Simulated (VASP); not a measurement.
# LiBe (F-43m) in VASP: a series of runs, part 2 of 2

VASP 6.6.1. The steps go on from the part before.

## 3. Relaxation of cell and atoms, PBE

This run uses another cell than the first one, of 20.64 Å³/atom.

Input file INCAR:

```
SYSTEM = LiBe
ALGO = Fast
EDIFF = 1E-7
EDIFFG = -0.01
ENCUT = 600
GGA = PE
IBRION = 2
ISIF = 3
ISMEAR = 0
LASPH = .True.
LCHARG = .False.
LREAL = .False.
LWAVE = .False.
NELM = 100
NSW = 100
PREC = Accurate
SIGMA = 0.1
```

Input file KPOINTS:

```
k-points
0
Gamma
  18 18 18
  0 0 0
```

Input file POSCAR:

```
LiBe
1.0
    0.0000000000      2.7431047868      2.7431047868
    2.7431047868      0.0000000000      2.7431047868
    2.7431047868      2.7431047868      0.0000000000
Li Be
1 1
Direct
    0.2500000000      0.2500000000      0.2500000000
    0.0000000000      0.0000000000      0.0000000000
```

Potentials or basis: VASP PAW PBE potentials, release 64 (Li_sv, Be).

Started as:

```bash
cat potpaw_PBE.64/Li_sv/POTCAR potpaw_PBE.64/Be/POTCAR > POTCAR
mpirun -np 1 vasp_std > vasp.out
```

OUTCAR:

```text
SYSTEM = LiBe
   EDIFF = 1E-7
   EDIFFG = -0.01
   ENCUT = 600
   GGA = PE
   IBRION = 2
   ISIF = 3
   ISMEAR = 0
   LASPH = .True.
   LREAL = .False.
   NELM = 100
   NSW = 100
   PREC = Accurate

 ion  position               nearest neighbor table
   1  0.250  0.250  0.250-   2 2.38   2 2.38   2 2.38   2 2.38
   2  0.000  0.000  0.000-   1 2.38   1 2.38   1 2.38   1 2.38

  LATTYP: Found a face centered cubic cell.
 ALAT       =     5.4862095736

  Lattice vectors:

 A1 = (   0.0000000000,   2.7431047868,   2.7431047868)
 A2 = (   2.7431047868,   0.0000000000,   2.7431047868)
 A3 = (   2.7431047868,   2.7431047868,   0.0000000000)

Analysis of symmetry for initial positions (statically):
=====================================================================
 Subroutine PRICEL returns:
 Original cell was already a primitive cell.

 Routine SETGRP: Setting up the symmetry group for a
 face centered cubic supercell.

 Subroutine GETGRP returns: Found 24 space group operations
 (whereof 24 operations were pure point group operations)
 out of a pool of 48 trial point group operations.

The static configuration has the point symmetry T_d .

Analysis of symmetry for dynamics (positions and initial velocities):
=====================================================================
 Subroutine PRICEL returns:
 Original cell was already a primitive cell.

 Routine SETGRP: Setting up the symmetry group for a
 face centered cubic supercell.

 Subroutine GETGRP returns: Found 24 space group operations
 (whereof 24 operations were pure point group operations)
 out of a pool of 48 trial point group operations.

The dynamic configuration has the point symmetry T_d .

 Subroutine INISYM returns: Found 24 space group operations
 (whereof 24 operations are pure point group operations),
 and found     1 'primitive' translations

----------------------------------------------------------------------------------------

[... 125 lines left out ...]
 RMM-DIIS sequential band-by-band and
 Gauss-broadening in eV      SIGMA  =   0.10
  energy-cutoff  :      600.00
  volume of cell :       41.28
 maximum number of plane-waves:      1411
   NGX = 15   NGY = 15   NGZ = 15

--------------------------------------- Ionic step        1  -------------------------------------------

 number of electron       5.0000005 magnetization

 Free energy of the ion-electron system (eV)
  ---------------------------------------------------
  ext. energy  EPLUGINS =         0.00000000
  ---------------------------------------------------
  free energy    TOTEN  =        -2.88407064 eV

  energy without entropy =       -2.87897949  energy(sigma->0) =       -2.88152507

------------------------ aborting loop because EDIFF is reached ----------------------------------------

  FORCE on cell =-STRESS in cart. coord.  units (eV):
  Direction    XX          YY          ZZ          XY          YZ          ZX
  --------------------------------------------------------------------------------------
  -------------------------------------------------------------------------------------
  Total        0.0783052      0.0783052      0.0783052      0.0000000      0.0000000      0.0000000
  in kB        3.0390934      3.0390934      3.0390934      0.0000000      0.0000000      0.0000000
  external PRESSURE =       3.0390934 kB  Pullay stress =       0.0000000 kB
[... 131 lines left out ...]
--------------------------------------- Ionic step        5  -------------------------------------------

 number of electron       5.0000007 magnetization

 Free energy of the ion-electron system (eV)
  ---------------------------------------------------
  ext. energy  EPLUGINS =         0.00000000
  ---------------------------------------------------
  free energy    TOTEN  =        -2.88485837 eV

  energy without entropy =       -2.87953821  energy(sigma->0) =       -2.88219829

 E-fermi :   0.2725     XC(G=0):  -7.2350

 val. band max:        0.2700990975   @ k =  -0.2778   0.5000   0.2222
 cond. band min:       0.2773615574   @ k =   0.5000   0.4444   0.0556
 fundamental gap:      0.0072624599
 Fermi energy:         0.2724606126

 k-point     1 :       0.0000    0.0000    0.0000
  band No.  band energies     occupation
      1     -46.0222      2.00000
      2      -4.5919      2.00000
      3       4.4649      0.00000
      4       4.4649      0.00000
      5       4.4649      0.00000
      6       8.0080      0.00000
[... 199 lines left out ...]
 k-point    24 :      -0.2222    0.0556    0.0000
  band No.  band energies     occupation
      1     -46.0216      2.00000
      2      -3.9142      2.00000
      3       1.8549      0.00000
      4       3.5513      0.00000
      5       4.0544      0.00000
      6       8.5442      0.00000

 [... further k-points ...]

------------------------ aborting loop because EDIFF is reached ----------------------------------------

  FORCE on cell =-STRESS in cart. coord.  units (eV):
  Direction    XX          YY          ZZ          XY          YZ          ZX
  --------------------------------------------------------------------------------------
  -------------------------------------------------------------------------------------
  Total        0.0037237      0.0037237      0.0037237      0.0000000      0.0000000     -0.0000000
  in kB        0.1415530      0.1415530      0.1415530      0.0000000      0.0000000     -0.0000000
  external PRESSURE =       0.1415530 kB  Pullay stress =       0.0000000 kB
[... 17 lines left out ...]
  FREE ENERGIE OF THE ION-ELECTRON SYSTEM (eV)
  ---------------------------------------------------
  free  energy   TOTEN  =        -2.8848583720 eV

  energy  without entropy=       -2.8795382085  energy(sigma->0) =       -2.88219829

 reached required accuracy - stopping structural energy minimisation
```

Wall time 2.9 min (1 thread of Intel Xeon Platinum 8375C at 2.90GHz (Ice Lake), shared host); peak memory 0.23 GiB.

Results:

| Property | Result |
| --- | --- |
| Free energy | -2.8849 eV |
| Relaxed volume | 21.07 Å³/atom |
| Relaxed cell | a = 3.906 Å, b = 3.906 Å, c = 3.906 Å, α = 60.00°, β = 60.00°, γ = 60.00° |
| Space group after relaxing (to 0.1 Å) | F-43m (No. 216) |
| Energy gained by relaxing | 0.4 meV/atom |
| Ionic steps | 5 |
| Pressure after relaxing | 0.0 GPa |
| Band gap on the k mesh | zero (an odd number of electrons rules out a gap without spin polarisation) |

Step by step:
```tsv
step	energy change (eV)	largest force (eV/Å)	pressure (GPa)	volume (Å³)
1	0.0000	0.0000	0.30	41.28
2	-0.0004	0.0000	0.20	41.52
3	-0.0007	0.0000	0.10	41.84
4	-0.0007	0.0000	-0.11	42.50
5	-0.0008	0.0000	0.01	42.15
```

Final structure:
```
Li Be
1.0
     0.00000    2.76214    2.76214
     2.76214    0.00000    2.76214
     2.76214    2.76214    0.00000
Li Be
1 1
Direct
  0.25000 0.25000 0.25000
  0.00000 0.00000 0.00000
```

Caveat: the cutoff is under 1.25 times the usual one of these potentials, so pressure, stress and relaxed cells hold a basis-set (Pulay) error.
